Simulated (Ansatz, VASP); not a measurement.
## TaN in VASP and in Ansatz

Contents of INCAR:

```
SYSTEM = TaN
PREC     = Accurate       ! precision mode
ENCUT    = 600            ! plane-wave cutoff, eV
EDIFF    = 1E-6           ! SCF threshold, eV
ISMEAR   = -1             ! smearing method
SIGMA    = 0.03           ! smearing width, eV
LREAL    = .False.        ! projectors in reciprocal space
LASPH    = .True.         ! aspherical terms in the spheres
NELM     = 120            ! most SCF steps
ALGO     = Normal         ! electronic algorithm
ISIF     = 2              ! what is computed and relaxed
LWAVE    = .False.        ! write WAVECAR
LCHARG   = .False.        ! write CHGCAR
GGA      = PE             ! functional
NBANDS   = 24             ! bands
GGA_COMPAT= .False.
```

File KPOINTS:

```
regular mesh
0
Gamma
  7 7 4
  0 0 0
```

The input POSCAR:

```
TaN
1.0
    3.0500000000      0.0000000000      0.0000000000
   -1.5250000000      2.6413774815      0.0000000000
    0.0000000000      0.0000000000      4.9400000000
Ta N
2 2
Direct
    0.3500000000      0.6750000000      0.0028750000
    0.6666666667      0.3333333333      0.5000000000
    0.3333333333      0.6666666667      0.3850000000
    0.6500000000      0.3250000000      0.8821250000
```

Input for Ansatz:

```yaml
crystal:
  lattice:
    - [3.05, 0.0, 0.0]
    - [-1.525, 2.6413774815, 0.0]
    - [0.0, 0.0, 4.94]
  atoms:
    - { symbol: Ta, position: [0.35, 0.675, 0.002875] }
    - { symbol: Ta, position: [0.6666666667, 0.3333333333, 0.5] }
    - { symbol: "N", position: [0.3333333333, 0.6666666667, 0.385] }
    - { symbol: "N", position: [0.65, 0.325, 0.882125] }
kpoints:
  mp_grid: { grid: [7, 7, 4] }
scf:
  occupations: { method: fermi_dirac, width: 0.03 }
hamiltonian:
  xc: pbe
  pseudopotentials: { kind: all_electron, lapw: { basis_error: 0.001 } }
output:
  forces: true
  stress: true
  eigenvalues: true
  populations: true
```

Change from the starting cell: shortest bond scaled by 1.05, LAPW.

Alike in both runs: task single point; functional PBE; k mesh 7 × 7 × 4; occupations fermi-dirac, width 0.03 eV; no spin polarisation.

|  | VASP | Ansatz |
| --- | --- | --- |
| version | VASP 6.6.1 | Ansatz 0.2.0 |
| potentials or method | VASP PAW PBE potentials, release 64 (Ta_pv, N), cutoff 600 eV | all-electron LAPW, scalar-relativistic |

```csv
,VASP,Ansatz,Ansatz less VASP
pressure (GPa),141.1,135.7,-5.38
"traceless stress, the component that is largest in VASP (GPa)",12.68,12.18,-0.502
rms of the force components (eV/Å),1.539,1.493,-0.0468
```

Atom by atom the forces differ by 0.050 eV/Å (rms over components). Both programs put the cell under a high pressure, so it lies far from rest at this level. Ansatz ran all-electron here, and VASP with PAW potentials.

Neither program's run includes spin-orbit coupling. Noted on VASP's run: the cell as given lies far from equilibrium.
